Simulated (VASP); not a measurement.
WSe2, 6 atoms in the cell. Symmetry: P6_3/mmc, No. 194, hexagonal system. Conventional cell: a = 3.300 Å, b = 3.300 Å, c = 13.017 Å, α = 90.00°, β = 90.00°, γ = 120.00°. W (site symmetry -6m2) has 6 Se at 2.53 Å and 6 W at 3.30 Å within 3.3 Å. Within 3.4 Å of Se (site symmetry 3m) lie 3 W at 2.53 Å and 7 Se at 3.30 to 3.33 Å.  This cell differs from its parent crystal: uniaxial z strain -1.0%.

```yaml
Program: VASP 6.6.1
Task: single point
Functional: r2SCAN
Potentials_or_basis: VASP PAW PBE potentials, release 64 (W_sv, Se)
Cutoff: 520 eV
k_mesh: 12 × 12 × 2
Occupations: gaussian, width 0.01 eV
Spin: no spin polarisation
Dipole_correction: no
Further_INCAR_settings: ALGO = Normal; EDIFF = 1e-07; NBANDS = 35
```

Potentials or basis: VASP PAW PBE potentials, release 64 (W_sv, Se).

Command:

```bash
$ cat potpaw_PBE.64/W_sv/POTCAR potpaw_PBE.64/Se/POTCAR > POTCAR
$ cp INCAR.step1 INCAR
$ mpirun -np 1 vasp_std > vasp.out
$ cp INCAR.step2 INCAR
$ mpirun -np 1 vasp_std > vasp.out
```

Hardware: 1 thread of Intel(R) Xeon(R) 6975P-C (Granite Rapids), with other jobs on the host.

Question: Estimate the wall time of this run.

Answer: Run time: 5.3 min on 1 thread of Intel(R) Xeon(R) 6975P-C (Granite Rapids), on a shared host, peak memory 0.37 GiB. Counts: k points 38.
